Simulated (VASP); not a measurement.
Input of a VASP 6.6.1 run:

Contents of INCAR:

```
SYSTEM = Sc3H
PREC = Accurate
ENCUT = 520
EDIFF = 1E-7
ISMEAR = 0
SIGMA = 0.1
LREAL = .False.
LASPH = .True.
NELM = 150
ALGO = Normal
ISIF = 2
LWAVE = .False.
LCHARG = .False.
ISPIN = 2
MAGMOM = 1 1 1 1 1 1 0 0
LORBIT = 11
LMAXMIX = 4
GGA = PE
NBANDS = 48
```

File KPOINTS:

```
Automatic mesh
0
Gamma
  4 4 4
  0 0 0
```

POSCAR

```
Sc3H
1.0
   -3.1058552427      3.1058552427      4.3626854397
    3.1058552427     -3.1058552427      4.3626854397
    3.1058552427      3.1058552427     -4.3626854397
Sc H
6 2
Direct
    0.3750000000      0.6250000000      0.7500000000
    0.8750000000      0.6250000000      0.2500000000
    0.3750000000      0.1250000000      0.7500000000
    0.3750000000      0.6250000000      0.2500000000
    0.7500000000      0.2500000000      0.5000000000
    0.0000000000      0.0000000000      0.0000000000
    0.5000000000      0.5000000000      0.0000000000
    0.2500000000      0.7500000000      0.5000000000
```

Potentials or basis: VASP PAW PBE potentials, release 64 (Sc_sv, H).

Run with:

```bash
$ cat potpaw_PBE.64/Sc_sv/POTCAR potpaw_PBE.64/H/POTCAR > POTCAR
$ mpirun -np 1 vasp_std > vasp.out
```

(1) Estimate the net moment.

(2) Estimate the band gap on the k mesh.

## Answers

(1) 0.00 μB per cell.

(2) zero (filled and empty bands overlap).
